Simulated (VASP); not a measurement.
Here is a VASP 6.6.1 calculation.

The input INCAR:

```
PREC = Accurate
ENCUT = 500
EDIFF = 1E-6
ISMEAR = 0
SIGMA = 0.1
LREAL = F
LASPH = T
NELM = 120
ALGO = Normal
ISIF = 2
LWAVE = F
LCHARG = T
GGA = PS
LELF = T
LVHAR = T
NBANDS = 11
GGA_COMPAT = F
```

The input KPOINTS:

```
regular mesh
0
Gamma
  20 20 20
```

The input POSCAR:

```
Pd
1.0
   -1.5418092711      1.5418092711      1.5418092711
    1.5418092711     -1.5418092711      1.5418092711
    1.5418092711      1.5418092711     -1.5418092711
Pd
1
Direct
    0.0000000000      0.0000000000      0.0000000000
```

Potentials or basis: VASP PAW PBE potentials, release 64 (Pd).

Command:

```console
$ cat potpaw_PBE.64/Pd/POTCAR > POTCAR
$ mpirun -np 1 vasp_std > vasp.out
```

Estimate the band gap on the k mesh.

zero (bands 5 and 6 overlap by 1.67 eV).

Estimate the pressure.

-0.4 GPa.

Caveat: the PAW data sets were made with another functional, which shifts forces and pressure a little.
